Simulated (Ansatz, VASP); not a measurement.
## TiSi2: VASP beside Ansatz

```
Ti Si
1.0
     0.00000    4.11800    4.26150
     2.38650    0.00000    4.26150
     2.38650    4.11800    0.00000
Ti Si
2 4
Direct
  0.75000 0.75000 0.75000
  0.50000 0.50000 0.50000
  0.08300 0.41700 0.08300
  0.41700 0.08300 0.41700
  0.16700 0.83300 0.16700
  0.83300 0.16700 0.83300
```

Alike in both runs: task single point; functional PBE; k mesh 6 × 6 × 6; occupations gaussian, width 0.1 eV; collinear spin.

|  | VASP | Ansatz |
| --- | --- | --- |
| version | VASP 6.6.1 | Ansatz 0.2.0 |
| potentials or method | VASP PAW PBE potentials, release 64 (Ti_sv, Si), cutoff 520 eV | scalar-relativistic, plane waves, PAW |
| valence electrons in the cell | 40 | 40 |

Ansatz gave:

* gap on the k mesh at the Fermi level (eV): none
* pressure (GPa): 2.3
* traceless stress, the component that is largest in VASP (GPa): -0.91
* rms of the force components (eV/Å): 0.079
* net moment per atom (μB): 0.00

Question: What did VASP give for the same quantities?

Answer: gap on the k mesh at the Fermi level (eV): none; pressure (GPa): 2.2; traceless stress, the component that is largest in VASP (GPa): -0.91; rms of the force components (eV/Å): 0.079; net moment per atom (μB): 0.00.

Atom by atom the forces differ by 0.000 eV/Å (rms over components). A gap of «none» marks a metal or a gap that the smearing closes. Ansatz's warnings: seeded moment not kept.
